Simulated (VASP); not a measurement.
# GaN (I-4m2) in VASP: notebook

GaN is run at these levels: HSE06, r2SCAN; tasks: single point.

Program: VASP 6.6.1. These are calculated values, not measurements. Logs are shortened: lines on timing, memory, paths and dates and some standing lists are left out, and cuts for length are marked.

### 1 The cell of the first run

Symmetry: I-4m2, No. 119, tetragonal system. Conventional cell: a = 3.180 Å, b = 3.180 Å, c = 4.699 Å, α = 90.00°, β = 90.00°, γ = 90.00°. Within 2.6 Å of Ga (site symmetry -4m2) lie 4 N at 1.98 Å. N (site symmetry -4m2) has 4 Ga at 1.98 Å within 2.6 Å.

### 2 Single point, HSE06 (uniaxial z strain +4.5%)

Contents of POSCAR:

```
GaN
1.0
    0.0000000000      2.2489525444      2.3494807231
    2.2489525444      0.0000000000      2.3494807231
    2.2489525444      2.2489525444      0.0000000000
Ga N
1 1
Direct
    0.0000000000      0.0000000000      0.0000000000
    0.2500000000      0.2500000000      0.2500000000
```

Contents of INCAR.step1:

```
SYSTEM = GaN
PREC     = Accurate       ! precision mode
ENCUT    = 520            ! plane-wave cutoff, eV
EDIFF    = 1E-5           ! SCF threshold, eV
ISMEAR   = 0              ! smearing method
SIGMA    = 0.01           ! smearing width, eV
LREAL    = .False.        ! projectors in reciprocal space
LASPH    = .True.         ! aspherical terms in the spheres
NELM     = 60             ! most SCF steps
ALGO     = Normal         ! electronic algorithm
ISIF     = 2              ! what is computed and relaxed
LWAVE    = .True.         ! write WAVECAR
GGA      = PE             ! functional
NBANDS   = 16             ! bands
```

Contents of INCAR.step2:

```
SYSTEM = GaN
PREC     = Accurate       ! precision mode
ENCUT    = 520            ! plane-wave cutoff, eV
EDIFF    = 1E-7           ! SCF threshold, eV
ISMEAR   = 0              ! smearing method
SIGMA    = 0.01           ! smearing width, eV
LREAL    = .False.        ! projectors in reciprocal space
LASPH    = .True.         ! aspherical terms in the spheres
NELM     = 60             ! most SCF steps
ALGO     = Normal         ! electronic algorithm
ISIF     = 2              ! what is computed and relaxed
LWAVE    = .False.        ! write WAVECAR
LCHARG   = .True.         ! write CHGCAR
GGA      = PE             ! functional
LHFCALC  = .True.         ! exact exchange
HFSCREEN = 0.2079         ! screening, 1/A
PRECFOCK = Normal       
LELF     = .True.         ! ELF
LVHAR    = .True.       
ISTART   = 1            
NBANDS   = 16             ! bands
```

Contents of KPOINTS:

```
regular mesh
0
Gamma
  6 6 6
  0 0 0
```

Potentials or basis: VASP PAW PBE potentials, release 64 (Ga_d, N).

Run with:

```bash
> cat potpaw_PBE.64/Ga_d/POTCAR potpaw_PBE.64/N/POTCAR > POTCAR
> cp INCAR.step1 INCAR
> mpirun -np 1 vasp_std > vasp.out
> cp INCAR.step2 INCAR
> mpirun -np 1 vasp_std > vasp.out
```

OUTCAR:

```text
SYSTEM = GaN
   PREC = Accurate
   ENCUT = 520
   EDIFF = 1E-7
   ISMEAR = 0
   LREAL = .False.
   LASPH = .True.
   NELM = 60
   ISIF = 2
   GGA = PE
   LHFCALC = .True.
   HFSCREEN = 0.2079
   PRECFOCK = Normal
   ISTART = 1

 ion  position               nearest neighbor table
   1  0.000  0.000  0.000-   2 1.98   2 1.98   2 1.98   2 1.98
   2  0.250  0.250  0.250-   1 1.98   1 1.98   1 1.98   1 1.98

  LATTYP: Found a body centered tetragonal cell.
 ALAT       =     3.1804991894
 C/A-ratio  =     1.4774289086

  Lattice vectors:

 A1 = (  -2.2489525444,   0.0000000000,   2.3494807231)
 A2 = (   2.2489525444,   0.0000000000,   2.3494807231)
 A3 = (   0.0000000000,   2.2489525444,  -2.3494807231)

Analysis of symmetry for initial positions (statically):
=====================================================================
 Subroutine PRICEL returns:
 Original cell was already a primitive cell.

 Routine SETGRP: Setting up the symmetry group for a
 body centered tetragonal supercell.

 Subroutine GETGRP returns: Found  8 space group operations
 (whereof  8 operations were pure point group operations)
 out of a pool of 16 trial point group operations.

The static configuration has the point symmetry D_2d.

Analysis of symmetry for dynamics (positions and initial velocities):
=====================================================================
 Subroutine PRICEL returns:
 Original cell was already a primitive cell.

 Routine SETGRP: Setting up the symmetry group for a
 body centered tetragonal supercell.

 Subroutine GETGRP returns: Found  8 space group operations
 (whereof  8 operations were pure point group operations)
 out of a pool of 16 trial point group operations.

The dynamic configuration has the point symmetry D_2d.

 Subroutine INISYM returns: Found  8 space group operations
 (whereof  8 operations are pure point group operations),
 and found     1 'primitive' translations

----------------------------------------------------------------------------------------

                                     Primitive cell

  volume of cell :      23.7663

  direct lattice vectors                    reciprocal lattice vectors
     0.000000000  2.248952544  2.349480723    -0.222325723  0.222325723  0.212812982
     2.248952544  0.000000000  2.349480723     0.222325723 -0.222325723  0.212812982
     2.248952544  2.248952544  0.000000000     0.222325723  0.222325723 -0.212812982

  length of vectors
     3.252360253  3.252360253  3.180499189     0.379666722  0.379666722  0.379666722

  position of ions in fractional coordinates (direct lattice)
     0.000000000  0.000000000  0.000000000
     0.250000000  0.250000000  0.250000000

  ion indices of the primitive-cell ions
   primitive index   ion index
                 1           1
                 2           2

----------------------------------------------------------------------------------------

 KPOINTS: regular mesh

Automatic generation of k-mesh.
 Grid dimensions read from file:
 generate k-points for:    6    6    6

 Generating k-lattice:

  Cartesian coordinates                     Fractional coordinates (reciprocal lattice)
    -0.037054287  0.037054287  0.035468830     0.166666667  0.000000000  0.000000000
     0.037054287 -0.037054287  0.035468830     0.000000000  0.166666667  0.000000000
     0.037054287  0.037054287 -0.035468830     0.000000000  0.000000000  0.166666667

  Length of vectors
     0.063277787  0.063277787  0.063277787

  Shift w.r.t. Gamma in fractional coordinates (k-lattice)
     0.000000000  0.000000000  0.000000000

 Subroutine IBZKPT returns following result:
 ===========================================

 Found     30 irreducible k-points:

 Following reciprocal coordinates:
            Coordinates               Weight
  0.000000  0.000000  0.000000      1.000000
  0.166667  0.000000  0.000000      8.000000
  0.333333 -0.000000  0.000000      8.000000
  0.500000 -0.000000  0.000000      4.000000
  0.166667  0.166667  0.000000      2.000000
  0.333333  0.166667  0.000000      8.000000
[... 16 lines left out ...]
  0.333333  0.000000  0.333333      4.000000
  0.500000 -0.000000  0.333333     16.000000
 [... further k-points ...]
   k-points           NKPTS =     30   k-points in BZ     NKDIM =    216   number of bands    NBANDS=     16
   number of dos      NEDOS =    301   number of ions     NIONS =      2
   total plane-waves  NPLWV =  13824
   dimension x,y,z NGX =    24 NGY =   24 NGZ =   24
   dimension x,y,z NGXF=    48 NGYF=   48 NGZF=   48
   ions per type =               1   1
   NGX,Y,Z   is equivalent  to a cutoff of  12.27, 12.27, 12.54 a.u.
   NGXF,Y,Z  is equivalent  to a cutoff of  24.54, 24.54, 25.09 a.u.
 SYSTEM =  GaN
   PREC   = accura    normal or accurate (medium, high low for compatibility)
   ISTART =      1    job   : 0-new  1-cont  2-samecut
   ICHARG =      0    charge: 1-file 2-atom 10-const
   ISPIN  =      1    spin polarized calculation?
   LNONCOLLINEAR =      F non collinear calculations
   LSORBIT =      F    spin-orbit coupling
   LASPH  =      T    aspherical Exc in radial PAW
   ENCUT  =  520.0 eV  38.22 Ry    6.18 a.u.   6.05  6.05  5.91*2*pi/ulx,y,z
   NELM   =     60;   NELMIN=  2; NELMDL=  0     # of ELM steps
   EDIFF  = 0.1E-06   stopping-criterion for ELM
   LREAL  =      F    real-space projection
   EDIFFG = 0.1E-05   stopping-criterion for IOM
   NSW    =      0    number of steps for IOM
   IBRION =     -1    ionic relax: 0-MD 1-quasi-New 2-CG
   NFREE  =      0    steps in history (QN), initial steepest desc. (CG)
   ISIF   =      2    stress and relaxation
   ISYM   =      3    0-nonsym 1-usesym 2-fastsym
   POTIM  = 0.5000    time-step for ionic-motion
   TEBEG  =    0.0;   TEEND  =   0.0 temperature during run
   PSTRESS=    0.0 pullay stress
   NELECT =      18.0000    total number of electrons
   NUPDOWN=      -1.0000    fix difference up-down
   EMIN   =  10.00;   EMAX   =-10.00  energy-range for DOS
   EFERMI =   0.00;   METHOD = LEGACY
   ISMEAR =     0;   SIGMA  =   0.01  broadening in eV -4-tet -1-fermi 0-gaus
   EFERMI_NEDOS =   21; number of points for ismear=-14 and -15
   IALGO  =     38    algorithm
   IMIX   =      1    mixing-type and parameters
     AMIX     =   0.40;   BMIX     =  1.00
     AMIX_MAG =   1.60;   BMIX_MAG =  1.00
  volume/ion in A,a.u.               =      11.88        80.19
  Fermi-wavevector in a.u.,A,eV,Ry     =   1.492261  2.819965 30.298045  2.226843
  Thomas-Fermi vector in A             =   2.604812
   LORBIT       =      0    0 simple, 1 ext, 2 COOP (PROOUT), +10 PAW based schemes
   GGA     = PE    functional components
   LHFCALC =     T    Hartree Fock is set to
   PRECFOCK=normal    Normal, Fast or Accurate (Low or Medium for compatibility)
   ENCUT4O =  -1.0   cutoff for four orbital integrals eV
   NKREDX  =     1    reduce k-point grid by
   NKREDY  =     1    reduce k-point grid by
   NKREDZ  =     1    reduce k-point grid by
   AEXX    =    0.2500 exact exchange contribution
   HFSCREEN=    0.2079 screening length (either q_TF or 0.3 A-1)
   HFSCREENC=   0.2079 screening length for correlation (either q_TF or 0.3 A-1)
   ENCUTFOCK=  -1.0 apply spherical cutoff to Coloumb kernel
   IVDW    =     0    specifies the selected vdW correction
   LEPSILON=     F    determine dielectric tensor
   LRPA    =     F    only Hartree local field effects (RPA)
 non-spin polarized calculation
 Gauss-broadening in eV      SIGMA  =   0.01
  energy-cutoff  :      520.00
  volume of cell :       23.77
 maximum number of plane-waves:       652
  NGX = 20; NGY = 20; NGZ = 18

 number of electron      17.9999991 magnetization

 Free energy of the ion-electron system (eV)
  ---------------------------------------------------
  ext. energy  EPLUGINS =         0.00000000
  ---------------------------------------------------
  free energy    TOTEN  =       -14.69833363 eV

  energy without entropy =      -14.69833363  energy(sigma->0) =      -14.69833363

 E-fermi :   4.2065     XC(G=0):  -9.4098

 val. band max:        4.1515040878   @ k =   0.0000   0.0000   0.0000
 cond. band min:       6.7655969546   @ k =   0.0000   0.0000   0.0000
 fundamental gap:      2.6140928668
 Fermi energy:         4.2065165737

 k-point     1 :       0.0000    0.0000    0.0000
  band No.  band energies     occupation
      1     -13.0385      2.00000
      2     -11.5338      2.00000
      3     -11.4910      2.00000
      4     -11.4910      2.00000
      5     -11.2275      2.00000
      6     -11.2231      2.00000
[... 8 lines left out ...]
     15      23.3198      0.00000
     16      24.2400      0.00000

 k-point     2 :       0.1667    0.0000    0.0000
  band No.  band energies     occupation
      1     -12.8351      2.00000
      2     -11.4922      2.00000
      3     -11.4628      2.00000
      4     -11.2906      2.00000
      5     -11.2314      2.00000
      6     -11.2151      2.00000
[... 8 lines left out ...]
     15      22.5894      0.00000
     16      22.6370      0.00000

 k-point     3 :       0.3333   -0.0000    0.0000
  band No.  band energies     occupation
      1     -12.6275      2.00000
      2     -11.4518      2.00000
      3     -11.4233      2.00000
      4     -11.2212      2.00000
      5     -11.2006      2.00000
      6     -10.3603      2.00000
[... 8 lines left out ...]
     15      23.1169      0.00000
     16      23.1966      0.00000

 k-point     4 :       0.5000   -0.0000    0.0000
  band No.  band energies     occupation
      1     -12.5982      2.00000
      2     -11.4428      2.00000
      3     -11.4148      2.00000
      4     -11.2043      2.00000
      5     -11.1768      2.00000
      6      -9.5297      2.00000
[... 8 lines left out ...]
     15      25.1420      0.00000
     16      25.3457      0.00000

 k-point     5 :       0.1667    0.1667    0.0000
  band No.  band energies     occupation
      1     -12.7878      2.00000
      2     -11.4346      2.00000
      3     -11.4346      2.00000
      4     -11.3082      2.00000
      5     -11.2193      2.00000
      6     -11.2145      2.00000
[... 8 lines left out ...]
     15      25.9701      0.00000
     16      26.3973      0.00000

 k-point     6 :       0.3333    0.1667    0.0000
  band No.  band energies     occupation
      1     -12.6154      2.00000
      2     -11.4202      2.00000
      3     -11.3849      2.00000
      4     -11.2697      2.00000
      5     -11.2029      2.00000
      6     -10.5358      2.00000
[... 8 lines left out ...]
     15      24.8518      0.00000
     16      25.6123      0.00000
[... 267 lines left out ...]
 k-point    21 :      -0.1667    0.3333    0.1667
  band No.  band energies     occupation
      1     -12.5514      2.00000
      2     -11.3947      2.00000
      3     -11.3598      2.00000
      4     -11.2851      2.00000
      5     -11.1904      2.00000
      6      -9.5599      2.00000
[... 8 lines left out ...]
     15      25.7043      0.00000
     16      27.3827      0.00000

 k-point    22 :      -0.3333    0.5000    0.1667
  band No.  band energies     occupation
      1     -12.5312      2.00000
      2     -11.3571      2.00000
      3     -11.3373      2.00000
      4     -11.2398      2.00000
      5     -11.2062      2.00000
      6      -8.8942      2.00000
[... 8 lines left out ...]
     15      26.1284      0.00000
     16      28.6927      0.00000

 k-point    23 :       0.3333    0.0000    0.3333
  band No.  band energies     occupation
      1     -12.5565      2.00000
      2     -11.3693      2.00000
      3     -11.3340      2.00000
      4     -11.3198      2.00000
      5     -11.1738      2.00000
      6      -9.9524      2.00000
[... 8 lines left out ...]
     15      26.7340      0.00000
     16      28.6511      0.00000

 k-point    24 :       0.5000   -0.0000    0.3333
  band No.  band energies     occupation
      1     -12.5398      2.00000
      2     -11.3892      2.00000
      3     -11.3043      2.00000
      4     -11.2902      2.00000
      5     -11.1703      2.00000
      6      -9.1001      2.00000
[... 8 lines left out ...]
     15      27.3882      0.00000
     16      27.8587      0.00000

 [... further k-points ...]

------------------------ aborting loop because EDIFF is reached ----------------------------------------

  FORCE on cell =-STRESS in cart. coord.  units (eV):
  Direction    XX          YY          ZZ          XY          YZ          ZX
  --------------------------------------------------------------------------------------
  -------------------------------------------------------------------------------------
  Total       -0.8703567     -0.8703567     -1.8526488      0.0000000      0.0000000      0.0000000
  in kB      -58.6739564    -58.6739564   -124.8938950      0.0000000      0.0000000      0.0000000
  external PRESSURE =     -80.7472692 kB  Pullay stress =       0.0000000 kB

 VOLUME and BASIS-vectors are now :
 -----------------------------------------------------------------------------
  energy-cutoff  :      520.00
  volume of cell :       23.77
      direct lattice vectors                 reciprocal lattice vectors
     0.000000000  2.248952544  2.349480723    -0.222325723  0.222325723  0.212812982
     2.248952544  0.000000000  2.349480723     0.222325723 -0.222325723  0.212812982
     2.248952544  2.248952544  0.000000000     0.222325723  0.222325723 -0.212812982

 POSITION                                       TOTAL-FORCE (eV/Angst)
 -----------------------------------------------------------------------------------
      0.00000      0.00000      0.00000        -0.000000     -0.000000      0.000000
      1.12448      1.12448      1.17474         0.000000      0.000000      0.000000
 -----------------------------------------------------------------------------------
    total drift:                                0.000001      0.000001      0.000001

  FREE ENERGIE OF THE ION-ELECTRON SYSTEM (eV)
  ---------------------------------------------------
  free  energy   TOTEN  =       -14.6983336346 eV

  energy  without entropy=      -14.6983336346  energy(sigma->0) =      -14.69833363
```

Wall time 71 min (1 thread of Intel Xeon 8259CL, shared host); peak memory 0.27 GiB.

What came out:

* Free energy: -14.6983 eV
* Pressure: -8.1 GPa
* Band gap on the k mesh: 2.61 eV

Stress tensor (GPa, compression positive):
```
 -5.87   0.00   0.00
  0.00  -5.87   0.00
  0.00   0.00 -12.49
```

Caveat: the cell differs from its parent crystal (uniaxial z strain +4.5%); the stress differs along the axes, from -12 to -6 GPa; the structure was generated, so it needn't be the stable form of GaN; the PAW data sets were made with another functional, which shifts forces and pressure a little.

(Continued in part 2 of 2.)
